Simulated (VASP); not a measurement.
# Mg (Fm-3m) in VASP: settings compared, part 2 of 2

VASP 6.6.1.

### 3 Single point, r2SCAN

The input, POSCAR:

```
Mg
1.0
    0.0000000000      2.0853280000      2.0853280000
    2.0853280000      0.0000000000      2.0853280000
    2.0853280000      2.0853280000      0.0000000000
Mg
1
Direct
    0.0000000000      0.0000000000      0.0000000000
```

The input, INCAR.step1:

```
ALGO = Normal
EDIFF = 1E-5
ENCUT = 660
GGA = PE
GGA_COMPAT = False
ISMEAR = 1
LASPH = True
LCHARG = False
LREAL = False
LWAVE = True
NBANDS = 7
NELM = 120
PREC = Accurate
SIGMA = 0.0166
```

The input, INCAR.step2:

```
ALGO = Normal
EDIFF = 1E-6
ENCUT = 660
GGA_COMPAT = False
ISIF = 2
ISMEAR = 1
ISTART = 1
LASPH = True
LCHARG = False
LMIXTAU = True
LREAL = False
LWAVE = False
METAGGA = R2SCAN
NBANDS = 7
NELM = 120
PREC = Accurate
SIGMA = 0.0166
```

The input, KPOINTS:

```
k-points
0
Gamma
  7 7 7
```

Potentials or basis: VASP PAW PBE potentials, release 64 (Mg).

The run is started by

```bash
> cat potpaw_PBE.64/Mg/POTCAR > POTCAR
> cp INCAR.step1 INCAR
> mpirun -np 1 vasp_std > vasp.out
> cp INCAR.step2 INCAR
> mpirun -np 1 vasp_std > vasp.out
```

OUTCAR:

```text
EDIFF = 1E-6
   ENCUT = 660
   ISIF = 2
   ISMEAR = 1
   ISTART = 1
   LASPH = True
   LREAL = False
   METAGGA = R2SCAN
   NELM = 120
   PREC = Accurate

 ion  position               nearest neighbor table
   1  0.000  0.000  0.000-

  LATTYP: Found a face centered cubic cell.
 ALAT       =     4.1706560000

  Lattice vectors:

 A1 = (   0.0000000000,   2.0853280000,   2.0853280000)
 A2 = (   2.0853280000,   0.0000000000,   2.0853280000)
 A3 = (   2.0853280000,   2.0853280000,   0.0000000000)

Analysis of symmetry for initial positions (statically):
=====================================================================
 Subroutine PRICEL returns:
 Original cell was already a primitive cell.

 Routine SETGRP: Setting up the symmetry group for a
 face centered cubic supercell.

 Subroutine GETGRP returns: Found 48 space group operations
 (whereof 48 operations were pure point group operations)
 out of a pool of 48 trial point group operations.

The static configuration has the point symmetry O_h .

Analysis of symmetry for dynamics (positions and initial velocities):
=====================================================================
 Subroutine PRICEL returns:
 Original cell was already a primitive cell.

 Routine SETGRP: Setting up the symmetry group for a
 face centered cubic supercell.

 Subroutine GETGRP returns: Found 48 space group operations
 (whereof 48 operations were pure point group operations)
 out of a pool of 48 trial point group operations.

The dynamic configuration has the point symmetry O_h .

 Subroutine INISYM returns: Found 48 space group operations
 (whereof 48 operations are pure point group operations),
 and found     1 'primitive' translations

----------------------------------------------------------------------------------------

                                     Primitive cell

  volume of cell :      18.1365

  direct lattice vectors                    reciprocal lattice vectors
     0.000000000  2.085328000  2.085328000    -0.239770434  0.239770434  0.239770434
     2.085328000  0.000000000  2.085328000     0.239770434 -0.239770434  0.239770434
     2.085328000  2.085328000  0.000000000     0.239770434  0.239770434 -0.239770434

  length of vectors
     2.949099140  2.949099140  2.949099140     0.415294574  0.415294574  0.415294574

  position of ions in fractional coordinates (direct lattice)
     0.000000000  0.000000000  0.000000000

  ion indices of the primitive-cell ions
   primitive index   ion index
                 1           1

----------------------------------------------------------------------------------------

 KPOINTS: k-points

Automatic generation of k-mesh.
 Grid dimensions read from file:
 generate k-points for:    7    7    7

 Generating k-lattice:

  Cartesian coordinates                     Fractional coordinates (reciprocal lattice)
    -0.034252919  0.034252919  0.034252919     0.142857143  0.000000000  0.000000000
     0.034252919 -0.034252919  0.034252919     0.000000000  0.142857143  0.000000000
     0.034252919  0.034252919 -0.034252919     0.000000000  0.000000000  0.142857143

  Length of vectors
     0.059327796  0.059327796  0.059327796

  Shift w.r.t. Gamma in fractional coordinates (k-lattice)
     0.000000000  0.000000000  0.000000000

 Subroutine IBZKPT returns following result:
 ===========================================

 Found     20 irreducible k-points:

 Following reciprocal coordinates:
            Coordinates               Weight
  0.000000  0.000000  0.000000      1.000000
  0.142857  0.000000  0.000000      8.000000
  0.285714  0.000000  0.000000      8.000000
  0.428571  0.000000  0.000000      8.000000
  0.142857  0.142857  0.000000      6.000000
  0.285714  0.142857  0.000000     24.000000
[... 12 lines left out ...]
 -0.428571  0.428571  0.142857     24.000000
 -0.285714  0.428571  0.142857     24.000000
   k-points           NKPTS =     20   k-points in BZ     NKDIM =     20   number of bands    NBANDS=      7
   number of dos      NEDOS =    301   number of ions     NIONS =      1
   total plane-waves  NPLWV =  21952
   dimension x,y,z NGX =    28 NGY =   28 NGZ =   28
   dimension x,y,z NGXF=    56 NGYF=   56 NGZF=   56
   ions per type =               1
   NGX,Y,Z   is equivalent  to a cutoff of  15.78, 15.78, 15.78 a.u.
   NGXF,Y,Z  is equivalent  to a cutoff of  31.57, 31.57, 31.57 a.u.
 SYSTEM =  unknown system
   PREC   = accura    normal or accurate (medium, high low for compatibility)
   ISTART =      1    job   : 0-new  1-cont  2-samecut
   ICHARG =      0    charge: 1-file 2-atom 10-const
   ISPIN  =      1    spin polarized calculation?
   LNONCOLLINEAR =      F non collinear calculations
   LSORBIT =      F    spin-orbit coupling
   LASPH  =      T    aspherical Exc in radial PAW
   ENCUT  =  660.0 eV  48.51 Ry    6.96 a.u.   6.18  6.18  6.18*2*pi/ulx,y,z
   NELM   =    120;   NELMIN=  2; NELMDL=  0     # of ELM steps
   EDIFF  = 0.1E-05   stopping-criterion for ELM
   LREAL  =      F    real-space projection
   EDIFFG = 0.1E-04   stopping-criterion for IOM
   NSW    =      0    number of steps for IOM
   IBRION =     -1    ionic relax: 0-MD 1-quasi-New 2-CG
   NFREE  =      0    steps in history (QN), initial steepest desc. (CG)
   ISIF   =      2    stress and relaxation
   ISYM   =      2    0-nonsym 1-usesym 2-fastsym
   POTIM  = 0.5000    time-step for ionic-motion
   TEBEG  =    0.0;   TEEND  =   0.0 temperature during run
   PSTRESS=    0.0 pullay stress
   NELECT =       2.0000    total number of electrons
   NUPDOWN=      -1.0000    fix difference up-down
   EMIN   =  10.00;   EMAX   =-10.00  energy-range for DOS
   EFERMI =   0.00;   METHOD = LEGACY
   ISMEAR =     1;   SIGMA  =   0.02  broadening in eV -4-tet -1-fermi 0-gaus
   EFERMI_NEDOS =   21; number of points for ismear=-14 and -15
   IALGO  =     38    algorithm
   IMIX   =      4    mixing-type and parameters
     AMIX     =   0.40;   BMIX     =  1.00
     AMIX_MAG =   1.60;   BMIX_MAG =  1.00
  volume/ion in A,a.u.               =      18.14       122.39
  Fermi-wavevector in a.u.,A,eV,Ry     =   0.785056  1.483540  8.385439  0.616312
  Thomas-Fermi vector in A             =   1.889314
   LORBIT       =      0    0 simple, 1 ext, 2 COOP (PROOUT), +10 PAW based schemes
   METAGGA = R2SCAN    functional components
   LHFCALC =     F    Hartree Fock is set to
   AEXX    =    0.0000 exact exchange contribution
   IVDW    =     0    specifies the selected vdW correction
   LEPSILON=     F    determine dielectric tensor
   LRPA    =     F    only Hartree local field effects (RPA)
 non-spin polarized calculation
 Methfessel and Paxton  Order N= 1 SIGMA  =   0.02
  energy-cutoff  :      660.00
  volume of cell :       18.14
 maximum number of plane-waves:       725
 NGX is ok and might be reduce to    28
   NGX = 13   NGY = 13   NGZ = 13

 number of electron       2.0000000 magnetization

 Free energy of the ion-electron system (eV)
  ---------------------------------------------------
  ext. energy  EPLUGINS =         0.00000000
  ---------------------------------------------------
  free energy    TOTEN  =        -4.00027078 eV

  energy without entropy =       -4.00030446  energy(sigma->0) =       -4.00028201

 E-fermi :   3.9880     XC(G=0):  -9.8451

 val. band max:        3.9740252818   @ k =  -0.4286   0.4286   0.0000
 cond. band min:       4.2350934959   @ k =   0.4286   0.0000   0.0000
 fundamental gap:      0.2610682141
 Fermi energy:         3.9880005267

 k-point     1 :       0.0000    0.0000    0.0000
  band No.  band energies     occupation
      1      -4.5047      2.00000
      2      18.7717      0.00000
      3      18.7717      0.00000
      4      18.7717      0.00000
      5      21.4514      0.00000
      6      22.4362      0.00000
      7      22.4362      0.00000
[... 181 lines left out ...]
 k-point    20 :      -0.2857    0.4286    0.1429
  band No.  band energies     occupation
      1       4.4778      0.00000
      2       5.2782      0.00000
      3       6.9729      0.00000
      4      10.8476      0.00000
      5      19.5848      0.00000
      6      24.3087      0.00000
      7      24.7909      0.00000

------------------------ aborting loop because EDIFF is reached ----------------------------------------

  FORCE on cell =-STRESS in cart. coord.  units (eV):
  Direction    XX          YY          ZZ          XY          YZ          ZX
  --------------------------------------------------------------------------------------
  -------------------------------------------------------------------------------------
  Total        1.5130258      1.5130258      1.5130258      0.0000000      0.0000000      0.0000000
  in kB      133.6607174    133.6607174    133.6607174      0.0000000      0.0000000      0.0000000
  external PRESSURE =     133.6607174 kB  Pullay stress =       0.0000000 kB

 VOLUME and BASIS-vectors are now :
 -----------------------------------------------------------------------------
  energy-cutoff  :      660.00
  volume of cell :       18.14
      direct lattice vectors                 reciprocal lattice vectors
     0.000000000  2.085328000  2.085328000    -0.239770434  0.239770434  0.239770434
     2.085328000  0.000000000  2.085328000     0.239770434 -0.239770434  0.239770434
     2.085328000  2.085328000  0.000000000     0.239770434  0.239770434 -0.239770434

 POSITION                                       TOTAL-FORCE (eV/Angst)
 -----------------------------------------------------------------------------------
      0.00000      0.00000      0.00000         0.000000      0.000000      0.000000
 -----------------------------------------------------------------------------------
    total drift:                                0.000000     -0.000000     -0.000000

  FREE ENERGIE OF THE ION-ELECTRON SYSTEM (eV)
  ---------------------------------------------------
  free  energy   TOTEN  =        -4.0002707845 eV

  energy  without entropy=       -4.0003044563  energy(sigma->0) =       -4.00028201
```

OUTCAR.step1:

```text
EDIFF = 1E-5
   ENCUT = 660
   GGA = PE
   ISMEAR = 1
   LASPH = True
   LREAL = False
[... 408 lines left out ...]

 POSITION                                       TOTAL-FORCE (eV/Angst)
 -----------------------------------------------------------------------------------
      0.00000      0.00000      0.00000         0.000000      0.000000      0.000000
 -----------------------------------------------------------------------------------
    total drift:                                0.000000     -0.000000     -0.000000

  FREE ENERGIE OF THE ION-ELECTRON SYSTEM (eV)
  ---------------------------------------------------
  free  energy   TOTEN  =        -1.3448566475 eV

  energy  without entropy=       -1.3448566475  energy(sigma->0) =       -1.34485665
```

OSZICAR.step1:

```text
N       E                     dE             d eps       ncg     rms          rms(c)
DAV:   1    -0.387320122372E+00   -0.38732E+00   -0.97429E+02   301   0.241E+02
DAV:   2    -0.135125636306E+01   -0.96394E+00   -0.94105E+00   343   0.142E+01
DAV:   3    -0.135487079672E+01   -0.36144E-02   -0.36257E-02   385   0.101E+00
DAV:   4    -0.135491050608E+01   -0.39709E-04   -0.60374E-05   399   0.289E-02
DAV:   5    -0.135491050726E+01   -0.11780E-08   -0.12204E-08   392   0.448E-04    0.632E-01
DAV:   6    -0.134937988288E+01    0.55306E-02   -0.24628E-04   350   0.936E-02    0.402E-01
DAV:   7    -0.134487170045E+01    0.45082E-02   -0.82340E-04   315   0.150E-01    0.207E-02
DAV:   8    -0.134485709695E+01    0.14604E-04   -0.94153E-06   455   0.169E-02    0.421E-03
DAV:   9    -0.134485664746E+01    0.44949E-06   -0.55424E-07   210   0.350E-03
   1 F= -.13448566E+01 E0= -.13448566E+01  d E =0.169875E-12
```

It took 9.1 s on 1 thread of Intel Xeon 6975P-C (Granite Rapids), shared host; peak memory 0.16 GiB.

What came out:

```
Free energy            : -4.0003 eV
Pressure               : 13.4 GPa
Band gap on the k mesh : zero (band 1 reaches 4.48 eV, above the bottom of band 2 at 3.49 eV)
```

Caveat: the k points lie up to 0.37 Å⁻¹ apart; the PAW data sets were made with another functional, which shifts forces and pressure a little.

### 4 Single point, LDA

The input, INCAR:

```
SYSTEM = Mg
PREC = Accurate ; ENCUT = 600
EDIFF = 1E-6 ; ISMEAR = 1
SIGMA = 0.0166 ; LREAL = .False.
LASPH = .True. ; NELM = 120
ALGO = Normal ; ISIF = 2
LWAVE = .False. ; LCHARG = .False.
GGA = CA ; ISYM = 0
NBANDS = 7 ; GGA_COMPAT = .False.
```

The input, KPOINTS:

```
Automatic mesh
0
Gamma
  7 7 7
  0.5 0.5 0.5
```

POSCAR is that of step 3.

Potentials or basis: VASP PAW LDA potentials, release 64 (Mg).

The run is started by

```bash
> cat potpaw_LDA.64/Mg/POTCAR > POTCAR
> mpirun -np 1 vasp_std > vasp.out
```

It took 18 s on 1 thread of Intel Xeon 6975P-C (Granite Rapids), shared host; peak memory 0.22 GiB.

The run converged. Its results:

```yaml
Free_energy: -1.6951 eV
Pressure: 10.3 GPa
Band_gap_on_the_k_mesh: zero (band 1 reaches 4.55 eV, above the bottom of band 2 at 2.49 eV)
```

Levels at points of the mesh, in eV from the Fermi level:
```tsv
k point	band 1	band 2	band 3	band 4	band 5	band 6
(0.50, 0.50, 0.50)	-2.08	-1.32	12.54	12.54	14.47	14.47
(0.50, 0.00, 0.00)	-2.08	-1.32	12.54	12.54	14.47	14.47
(0.00, 0.00, 0.50)	-2.08	-1.32	12.54	12.54	14.47	14.47
(0.00, 0.50, 0.00)	-2.08	-1.32	12.54	12.54	14.47	14.47
```

Caveat: the k points lie up to 0.37 Å⁻¹ apart.
